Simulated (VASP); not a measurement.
# NdMo (Fd-3m) in VASP: relaxation of cell and atoms with PBE

Aim: the relaxation of cell and atoms of NdMo with PBE.

Everything below comes from runs of VASP 6.6.1. Logs are shortened: lines on timing, memory, paths and dates and some standing lists are left out, and cuts for length are marked.

### Step 1. The cell of the first run

The structure is cubic, space group Fd-3m (No. 227). The conventional cell has a = 7.365 Å, b = 7.365 Å, c = 7.365 Å, α = 90.00°, β = 90.00°, γ = 90.00°. Within 4.2 Å of Nd (site symmetry -43m) lie 4 Nd at 3.19 Å and 10 Mo at 3.19 to 3.68 Å. Mo (site symmetry -43m) has 10 Nd at 3.19 to 3.68 Å and 4 Mo at 3.19 Å within 4.2 Å.

The cell was built from a structure type or drawn by symmetry, and may not be a known phase.

### Step 2. Relaxation of cell and atoms, PBE

Input file INCAR:

```
PREC = Accurate ; ENCUT = 500
EDIFF = 1E-7 ; ISMEAR = 0
SIGMA = 0.2 ; LREAL = False
LASPH = True ; NELM = 200
ALGO = Normal ; ISIF = 3
LWAVE = False ; LCHARG = False
GGA = PE ; IBRION = 2
NSW = 36 ; EDIFFG = -0.08
GGA_COMPAT = False ; NELMIN = 4
LMAXMIX = 6
```

Input file KPOINTS:

```
regular mesh
0
Gamma
  5 5 5
```

Input file POSCAR:

```
NdMo
1.0
    0.0000000000      3.6826956500      3.6826956500
    3.6826956500      0.0000000000      3.6826956500
    3.6826956500      3.6826956500      0.0000000000
Nd Mo
2 2
Direct
    0.2500000000      0.2500000000      0.2500000000
    0.0000000000      0.0000000000      0.0000000000
    0.7500000000      0.7500000000      0.7500000000
    0.5000000000      0.5000000000      0.5000000000
```

Potentials or basis: VASP PAW PBE potentials, release 64 (Nd_3, Mo_sv), 4f in core.

Command:

```
$ cat potpaw_PBE.64/Nd_3/POTCAR potpaw_PBE.64/Mo_sv/POTCAR > POTCAR
$ mpirun -np 1 vasp_std > vasp.out
```

OUTCAR:

```text
PREC = Accurate
   ENCUT = 500
   EDIFF = 1E-7
   ISMEAR = 0
   LREAL = False
   LASPH = True
   NELM = 200
   ISIF = 3
   GGA = PE
   IBRION = 2
   NSW = 36
   EDIFFG = -0.08
   NELMIN = 4

 ion  position               nearest neighbor table
   1  0.250  0.250  0.250-   2 3.19   2 3.19   2 3.19   2 3.19   4 3.19   4 3.19   4 3.19   4 3.19

   2  0.000  0.000  0.000-   3 3.19   3 3.19   3 3.19   1 3.19   3 3.19   1 3.19   1 3.19   1 3.19

   3  0.750  0.750  0.750-   4 3.19   4 3.19   4 3.19   2 3.19   4 3.19   2 3.19   2 3.19   2 3.19

   4  0.500  0.500  0.500-   1 3.19   1 3.19   1 3.19   1 3.19   3 3.19   3 3.19   3 3.19   3 3.19

  LATTYP: Found a face centered cubic cell.
 ALAT       =     7.3653913000

  Lattice vectors:

 A1 = (   0.0000000000,   3.6826956500,   3.6826956500)
 A2 = (   3.6826956500,   0.0000000000,   3.6826956500)
 A3 = (   3.6826956500,   3.6826956500,   0.0000000000)

Analysis of symmetry for initial positions (statically):
=====================================================================
 Subroutine PRICEL returns:
 Original cell was already a primitive cell.

 Routine SETGRP: Setting up the symmetry group for a
 face centered cubic supercell.

 Subroutine GETGRP returns: Found 48 space group operations
 (whereof 24 operations were pure point group operations)
 out of a pool of 48 trial point group operations.

The static configuration has the point symmetry T_d .
 The point group associated with its full space group is O_h .

Analysis of symmetry for dynamics (positions and initial velocities):
=====================================================================
 Subroutine PRICEL returns:
 Original cell was already a primitive cell.

 Routine SETGRP: Setting up the symmetry group for a
 face centered cubic supercell.

 Subroutine GETGRP returns: Found 48 space group operations
 (whereof 24 operations were pure point group operations)
 out of a pool of 48 trial point group operations.

The dynamic configuration has the point symmetry T_d .
 The point group associated with its full space group is O_h .

 Subroutine INISYM returns: Found 48 space group operations
 (whereof 24 operations are pure point group operations),
 and found     1 'primitive' translations

----------------------------------------------------------------------------------------

                                     Primitive cell

  volume of cell :      99.8913

  direct lattice vectors                    reciprocal lattice vectors
     0.000000000  3.682695650  3.682695650    -0.135770112  0.135770112  0.135770112
     3.682695650  0.000000000  3.682695650     0.135770112 -0.135770112  0.135770112
     3.682695650  3.682695650  0.000000000     0.135770112  0.135770112 -0.135770112

  length of vectors
     5.208118134  5.208118134  5.208118134     0.235160732  0.235160732  0.235160732

  position of ions in fractional coordinates (direct lattice)
     0.250000000  0.250000000  0.250000000
     0.000000000  0.000000000  0.000000000
     0.750000000  0.750000000  0.750000000
     0.500000000  0.500000000  0.500000000

  ion indices of the primitive-cell ions
   primitive index   ion index
                 1           1
                 2           2
                 3           3
                 4           4

----------------------------------------------------------------------------------------

 KPOINTS: regular mesh

Automatic generation of k-mesh.
 Grid dimensions read from file:
 generate k-points for:    5    5    5

 Generating k-lattice:

  Cartesian coordinates                     Fractional coordinates (reciprocal lattice)
    -0.027154022  0.027154022  0.027154022     0.200000000  0.000000000  0.000000000
     0.027154022 -0.027154022  0.027154022     0.000000000  0.200000000  0.000000000
     0.027154022  0.027154022 -0.027154022     0.000000000  0.000000000  0.200000000

  Length of vectors
     0.047032146  0.047032146  0.047032146

  Shift w.r.t. Gamma in fractional coordinates (k-lattice)
     0.000000000  0.000000000  0.000000000

 Subroutine IBZKPT returns following result:
 ===========================================

 Found     10 irreducible k-points:

 Following reciprocal coordinates:
            Coordinates               Weight
  0.000000  0.000000  0.000000      1.000000
  0.200000  0.000000  0.000000      8.000000
  0.400000  0.000000  0.000000      8.000000
  0.200000  0.200000  0.000000      6.000000
  0.400000  0.200000  0.000000     24.000000
 -0.400000  0.200000  0.000000     24.000000
 -0.200000  0.200000  0.000000     12.000000
  0.400000  0.400000  0.000000      6.000000
 -0.400000  0.400000  0.000000     12.000000
 -0.400000  0.400000  0.200000     24.000000
   k-points           NKPTS =     10   k-points in BZ     NKDIM =     10   number of bands    NBANDS=     30
   number of dos      NEDOS =    301   number of ions     NIONS =      4
   total plane-waves  NPLWV =  64000
   dimension x,y,z NGX =    40 NGY =   40 NGZ =   40
   dimension x,y,z NGXF=    80 NGYF=   80 NGZF=   80
   ions per type =               2   2
   NGX,Y,Z   is equivalent  to a cutoff of  12.77, 12.77, 12.77 a.u.
   NGXF,Y,Z  is equivalent  to a cutoff of  25.54, 25.54, 25.54 a.u.
 SYSTEM =  unknown system
   PREC   = accura    normal or accurate (medium, high low for compatibility)
   ISTART =      0    job   : 0-new  1-cont  2-samecut
   ICHARG =      2    charge: 1-file 2-atom 10-const
   ISPIN  =      1    spin polarized calculation?
   LNONCOLLINEAR =      F non collinear calculations
   LSORBIT =      F    spin-orbit coupling
   LASPH  =      T    aspherical Exc in radial PAW
   ENCUT  =  500.0 eV  36.75 Ry    6.06 a.u.   9.50  9.50  9.50*2*pi/ulx,y,z
   NELM   =    200;   NELMIN=  4; NELMDL= -5     # of ELM steps
   EDIFF  = 0.1E-06   stopping-criterion for ELM
   LREAL  =      F    real-space projection
   EDIFFG = -.8E-01   stopping-criterion for IOM
   NSW    =     36    number of steps for IOM
   IBRION =      2    ionic relax: 0-MD 1-quasi-New 2-CG
   NFREE  =      1    steps in history (QN), initial steepest desc. (CG)
   ISIF   =      3    stress and relaxation
   ISYM   =      2    0-nonsym 1-usesym 2-fastsym
   POTIM  = 0.5000    time-step for ionic-motion
   TEBEG  =    0.0;   TEEND  =   0.0 temperature during run
   PSTRESS=    0.0 pullay stress
   NELECT =      50.0000    total number of electrons
   NUPDOWN=      -1.0000    fix difference up-down
   EMIN   =  10.00;   EMAX   =-10.00  energy-range for DOS
   EFERMI =   0.00;   METHOD = LEGACY
   ISMEAR =     0;   SIGMA  =   0.20  broadening in eV -4-tet -1-fermi 0-gaus
   EFERMI_NEDOS =   21; number of points for ismear=-14 and -15
   IALGO  =     38    algorithm
   IMIX   =      4    mixing-type and parameters
     AMIX     =   0.40;   BMIX     =  1.00
     AMIX_MAG =   1.60;   BMIX_MAG =  1.00
  volume/ion in A,a.u.               =      24.97       168.52
  Fermi-wavevector in a.u.,A,eV,Ry     =   1.299837  2.456336 22.988092  1.689577
  Thomas-Fermi vector in A             =   2.431075
   LORBIT       =      0    0 simple, 1 ext, 2 COOP (PROOUT), +10 PAW based schemes
   GGA     = PE    functional components
   LHFCALC =     F    Hartree Fock is set to
   AEXX    =    0.0000 exact exchange contribution
   IVDW    =     0    specifies the selected vdW correction
   LEPSILON=     F    determine dielectric tensor
   LRPA    =     F    only Hartree local field effects (RPA)
 conjugate gradient relaxation of ions
 non-spin polarized calculation
 Gauss-broadening in eV      SIGMA  =   0.20
  energy-cutoff  :      500.00
  volume of cell :       99.89
 maximum number of plane-waves:      2637
 NGX is ok and might be reduce to    40
   NGX = 19   NGY = 19   NGZ = 19

--------------------------------------- Ionic step        1  -------------------------------------------

 number of electron      50.0000004 magnetization

 Free energy of the ion-electron system (eV)
  ---------------------------------------------------
  ext. energy  EPLUGINS =         0.00000000
  ---------------------------------------------------
  free energy    TOTEN  =       -28.36774870 eV

  energy without entropy =      -28.22877279  energy(sigma->0) =      -28.29826074

------------------------ aborting loop because EDIFF is reached ----------------------------------------

  FORCE on cell =-STRESS in cart. coord.  units (eV):
  Direction    XX          YY          ZZ          XY          YZ          ZX
  --------------------------------------------------------------------------------------
  -------------------------------------------------------------------------------------
  Total       -5.8872742     -5.8872742     -5.8872742      0.0000000      0.0000000      0.0000000
  in kB      -94.4272544    -94.4272544    -94.4272544      0.0000000      0.0000000      0.0000000
  external PRESSURE =     -94.4272544 kB  Pullay stress =       0.0000000 kB

 VOLUME and BASIS-vectors are now :
 -----------------------------------------------------------------------------
  energy-cutoff  :      500.00
  volume of cell :       99.89
      direct lattice vectors                 reciprocal lattice vectors
     0.000000000  3.682695650  3.682695650    -0.135770112  0.135770112  0.135770112
     3.682695650  0.000000000  3.682695650     0.135770112 -0.135770112  0.135770112
     3.682695650  3.682695650  0.000000000     0.135770112  0.135770112 -0.135770112
[... 39 lines left out ...]
 POSITION                                       TOTAL-FORCE (eV/Angst)
 -----------------------------------------------------------------------------------
      1.71060      1.71060      1.71060        -0.000000     -0.000000     -0.000000
      6.84242      3.42121      3.42121         0.000000      0.000000      0.000000
      5.13181      5.13181      5.13181        -0.000000     -0.000000     -0.000000
      3.42121      3.42121      3.42121         0.000000      0.000000      0.000000
 -----------------------------------------------------------------------------------
    total drift:                               -0.000000      0.000000      0.000000

  FREE ENERGIE OF THE ION-ELECTRON SYSTEM (eV)
  ---------------------------------------------------
  free  energy   TOTEN  =       -28.5620525590 eV

  energy  without entropy=      -28.4697505208  energy(sigma->0) =      -28.51590154

--------------------------------------- Ionic step        3  -------------------------------------------

 number of electron      50.0000003 magnetization

 Free energy of the ion-electron system (eV)
  ---------------------------------------------------
  ext. energy  EPLUGINS =         0.00000000
  ---------------------------------------------------
  free energy    TOTEN  =       -28.77418801 eV

  energy without entropy =      -28.66086216  energy(sigma->0) =      -28.71752508

 E-fermi :   6.9627     XC(G=0): -11.6733

 val. band max:        6.9242404067   @ k =   0.2000   0.2000   0.0000
 cond. band min:       7.0023861002   @ k =  -0.4000   0.2000   0.0000
 fundamental gap:      0.0781456936
 Fermi energy:         6.9627213172

 k-point     1 :       0.0000    0.0000    0.0000
  band No.  band energies     occupation
      1     -53.5078      2.00000
      2     -53.4496      2.00000
      3     -30.3498      2.00000
      4     -29.7253      2.00000
      5     -27.6484      2.00000
      6     -27.6484      2.00000
[... 341 lines left out ...]
 POSITION                                       TOTAL-FORCE (eV/Angst)
 -----------------------------------------------------------------------------------
      1.76265      1.76265      1.76265        -0.000000     -0.000000     -0.000000
      0.00000      0.00000      0.00000         0.000000      0.000000      0.000000
      5.28796      5.28796      5.28796        -0.000000     -0.000000     -0.000000
      3.52530      3.52530      3.52530         0.000000      0.000000      0.000000
 -----------------------------------------------------------------------------------
    total drift:                               -0.000000      0.000000      0.000000

  FREE ENERGIE OF THE ION-ELECTRON SYSTEM (eV)
  ---------------------------------------------------
  free  energy   TOTEN  =       -28.7741880079 eV

  energy  without entropy=      -28.6608621594  energy(sigma->0) =      -28.71752508

 reached required accuracy - stopping structural energy minimisation
```

Wall time 58 s (1 thread of Intel Xeon 6975P-C (Granite Rapids), shared host); peak memory 0.25 GiB.

What came out:

```
Free energy                           : -28.7742 eV
Relaxed volume                        : 21.91 Å³/atom
Relaxed cell                          : a = 4.986 Å, b = 4.986 Å, c = 4.986 Å, α = 60.00°, β = 60.00°, γ = 60.00°
Space group after relaxing (to 0.1 Å) : Fd-3m (No. 227)
Energy gained by relaxing             : 101.6 meV/atom
Ionic steps                           : 3
Pressure after relaxing               : -0.1 GPa
Band gap on the k mesh                : zero (bands 25 and 26 overlap by 0.65 eV)
```

Step by step:
| step | energy change (eV) | largest force (eV/Å) | pressure (GPa) | volume (Å³) |
| --- | --- | --- | --- | --- |
| 1 | 0.0000 | 0.0000 | -9.44 | 99.89 |
| 2 | -0.1943 | 0.0000 | 9.87 | 80.09 |
| 3 | -0.4064 | 0.0000 | -0.11 | 87.62 |

Final structure:
```
Nd Mo
1.0
     0.00000    3.52530    3.52530
     3.52530    0.00000    3.52530
     3.52530    3.52530    0.00000
Nd Mo
2 2
Cartesian
  1.7627 1.7627 1.7627
  0.0000 0.0000 0.0000
  5.2880 5.2880 5.2880
  3.5253 3.5253 3.5253
```

Caveat: spin-orbit coupling is left out, which moves the levels of the heavy elements; the 4f electrons are frozen in the core, so they carry no moment and show no levels.
